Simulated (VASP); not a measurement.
A run of VASP 6.6.1:

Contents of INCAR:

```
SYSTEM = Ti
  ALGO = Normal
  DIPOL = 0.5 0.5 0.496
  EDIFF = 1E-7
  ENCUT = 520
  GGA = PE
  IDIPOL = 3
  ISIF = 2
  ISMEAR = 0
  IVDW = 12
  LASPH = .TRUE.
  LCHARG = .FALSE.
  LDIPOL = .TRUE.
  LREAL = .FALSE.
  LWAVE = .FALSE.
  NBANDS = 84
  NELM = 60
  PREC = Accurate
  SIGMA = 0.1
```

KPOINTS

```
k-points
0
G
  4 4 1
  0 0 0
```

File POSCAR:

```
Ti
1.0
    5.7102790045      0.0000000000      0.0000000000
   -2.8551395022      4.9452466806      0.0000000000
    0.0000000000      0.0000000000     20.6624232833
Ti
12
Direct
    0.3333333333      0.1666666667      0.3871762712
    0.3333333333      0.6666666667      0.3871762712
    0.8333333333      0.1666666667      0.3871762712
    0.8333333333      0.6666666667      0.3871762712
    0.6666666667      0.3333333333      0.4959135404
    0.6666666667      0.8333333333      0.4959135404
    0.1666666667      0.3333333333      0.4959135404
    0.1666666667      0.8333333333      0.4959135404
    0.0000000000      0.5000000000      0.6044302093
    0.0000000000      0.0000000000      0.6044302093
    0.5000000000      0.5000000000      0.6044302093
    0.5000000000      0.0000000000      0.6044302093
```

Potentials or basis: VASP PAW PBE potentials, release 64 (Ti_sv).

Launch:

```sh
$ cat potpaw_PBE.64/Ti_sv/POTCAR > POTCAR
$ mpirun -np 1 vasp_std > vasp.out
```

Hardware: 1 thread of Intel(R) Xeon(R) 6975P-C (Granite Rapids) (shared host).

How long does it take, and how much memory?

It took 7.1 min on 1 thread of Intel(R) Xeon(R) 6975P-C (Granite Rapids) (shared host), peak memory 0.61 GiB. Counts: scf iterations 35, k points 4.
